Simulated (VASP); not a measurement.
Input of a VASP 6.6.1 run:

The input INCAR:

```
PREC     = Accurate       # precision mode
ENCUT    = 600            # plane-wave cutoff, eV
EDIFF    = 1E-6           # SCF threshold, eV
ISMEAR   = 0              # smearing method
SIGMA    = 0.2            # smearing width, eV
LREAL    = F              # projectors in reciprocal space
LASPH    = T              # aspherical terms in the spheres
NELM     = 150            # most SCF steps
ALGO     = Normal         # electronic algorithm
ISIF     = 3              # what is computed and relaxed
LWAVE    = F              # write WAVECAR
LCHARG   = F              # write CHGCAR
ISPIN    = 2              # spin polarisation
MAGMOM   = 0 0 1 1 1 0 0 0 # initial moments
LORBIT   = 11             # projections on sites
LMAXMIX  = 4              # l up to which the mixer works
GGA      = PE             # functional
IBRION   = 2              # ionic algorithm
NSW      = 36             # ionic steps
EDIFFG   = -0.08          # ionic threshold
```

The input KPOINTS:

```
regular mesh
0
Gamma
  5 5 2
```

File POSCAR:

```
Mg2Ti3O3
1.0
    4.0160085800      0.0000000000      0.0000000000
   -2.0080042900      3.4779654500      0.0000000000
    0.0000000000      0.0000000000      7.9428537200
Mg Ti O
2 3 3
Direct
    0.3333333300      0.6666666700      0.5000000000
    0.0000000000      0.0000000000      0.0000000000
    0.3333333300      0.6666666700      0.0000000000
    0.0000000000      0.0000000000      0.5000000000
    0.6666666700      0.3333333300      0.5000000000
    0.6666666700      0.3333333300      0.0000000000
    0.3333333300      0.6666666700      0.2256032700
    0.3333333300      0.6666666700      0.7743967300
```

Potentials or basis: VASP PAW PBE potentials, release 64 (Mg, Ti_sv, O).

The run is started by

```sh
$ cat potpaw_PBE.64/Mg/POTCAR potpaw_PBE.64/Ti_sv/POTCAR potpaw_PBE.64/O/POTCAR > POTCAR
$ mpirun -np 1 vasp_std > vasp.out
```

(1) Estimate the relaxed cell.

(2) What does it give for the space group after relaxing (to 0.1 Å)?

(3) Estimate the net moment.

Results:

(1) a = 4.779 Å, b = 4.779 Å, c = 7.423 Å, α = 90.00°, β = 90.00°, γ = 120.00°.

(2) P-6m2 (No. 187).

(3) 3.03 μB per cell.

Caveat: the k points lie up to 0.42 Å⁻¹ apart in the final cell.
